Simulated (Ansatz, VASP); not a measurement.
## One calculation of EuZnAsF, two programs

Contents of INCAR:

```
SYSTEM = EuZnAsF
ALGO     = Normal         ! electronic algorithm
EDIFF    = 1E-6           ! SCF threshold, eV
ENCUT    = 520            ! plane-wave cutoff, eV
GGA      = PE             ! functional
ISIF     = 2              ! what is computed and relaxed
ISMEAR   = 0              ! smearing method
ISPIN    = 2              ! spin polarisation
LASPH    = .TRUE.         ! aspherical terms in the spheres
LCHARG   = .TRUE.         ! write CHGCAR
LDAU     = .TRUE.         ! DFT+U
LDAUJ    = 0 0 0 0      
LDAUL    = 3 -1 -1 -1     ! shell
LDAUPRINT= 1            
LDAUTYPE = 2            
LDAUU    = 6 0 0 0        ! U, eV
LELF     = .TRUE.         ! ELF
LMAXMIX  = 6              ! l up to which the mixer works
LORBIT   = 11             ! projections on sites
LREAL    = .FALSE.        ! projectors in reciprocal space
LVHAR    = .TRUE.       
LWAVE    = .FALSE.        ! write WAVECAR
MAGMOM   = 7 -7 0 0 0 0 0 0 ! initial moments
NBANDS   = 55             ! bands
NELM     = 150            ! most SCF steps
PREC     = Accurate       ! precision mode
SIGMA    = 0.05           ! smearing width, eV
```

File KPOINTS:

```
k-points
0
G
  4 4 2
  0 0 0
```

The input POSCAR:

```
EuZnAsF
1.0
    4.1258921845      0.0000000000      0.0000000000
    0.0000000000      4.1258921845      0.0000000000
    0.0000000000      0.0000000000      9.1695961991
Eu Zn As F
2 2 2 2
Direct
    0.0000000000      0.5000000000      0.8415370574
    0.5000000000      0.0000000000      0.1584629426
    0.5000000000      0.5000000000      0.5000000000
    0.0000000000      0.0000000000      0.5000000000
    0.0000000000      0.5000000000      0.3291223696
    0.5000000000      0.0000000000      0.6708776304
    0.5000000000      0.5000000000      0.0000000000
    0.0000000000      0.0000000000      0.0000000000
```

Input for Ansatz:

```yaml
crystal:
  lattice:
    - [4.1258921845, 0.0, 0.0]
    - [0.0, 4.1258921845, 0.0]
    - [0.0, 0.0, 9.1695961991]
  atoms:
    - { symbol: Eu, position: [0.0, 0.5, 0.8415370574], spin: 7.0 }
    - { symbol: Eu, position: [0.5, 0.0, 0.1584629426], spin: -7.0 }
    - { symbol: Zn, position: [0.5, 0.5, 0.5] }
    - { symbol: Zn, position: [0.0, 0.0, 0.5] }
    - { symbol: As, position: [0.0, 0.5, 0.3291223696] }
    - { symbol: As, position: [0.5, 0.0, 0.6708776304] }
    - { symbol: F, position: [0.5, 0.5, 0.0] }
    - { symbol: F, position: [0.0, 0.0, 0.0] }
basis:
  ecutwfc: 420
  ecutrho_ratio: 4
kpoints:
  mp_grid: { grid: [4, 4, 2] }
hamiltonian:
  xc: pbe
  hubbard: { sites: [{ species: Eu, l: f, u_eff: 6.0 }] }
scf:
  occupations: { method: gaussian, width: 0.05 }
output:
  forces: true
  stress: true
  eigenvalues: true
  populations: true
  hubbard: { sites: [{ species: Eu, l: f }] }
magnetization:
  spin_polarized: true
```

Alike in both runs: task single point; functional PBE; k mesh 4 × 4 × 2; occupations gaussian, width 0.05 eV; collinear spin; Hubbard terms Eu f U = 6.0 eV.

```csv
,VASP,Ansatz
version,VASP 6.6.1,Ansatz 0.2.0
potentials or method,"VASP PAW PBE potentials, release 64 (Eu, Zn, As, F), cutoff 520 eV","scalar-relativistic, plane waves, PAW"
valence electrons in the cell,82,102
```

```csv
,VASP,Ansatz,Ansatz less VASP
gap on the k mesh at the Fermi level (eV),0.63,0.66,+0.032
least direct gap on the mesh (eV),0.63,0.66,+0.032
pressure (GPa),0.2,0.0,-0.13
"traceless stress, the component that is largest in VASP (GPa)",-0.18,-0.14,+0.037
rms of the force components (eV/Å),0.015,0.014,-0.0016
net moment per atom (μB),0.00,0.00,0.000
size of the moment on the site where the two differ most (μB),6.73,6.76,+0.025
```

Site moments also hang on the region over which each program counts them. The programs project onto different local orbitals, so the same U acts differently, and such runs can settle in different states. Atom by atom the forces differ by 0.008 eV/Å (rms over components). VASP's potentials hold 82 valence electrons a cell and Ansatz's 102, so a difference there can come from the potentials and not from the codes.

Spin-orbit coupling is off throughout.
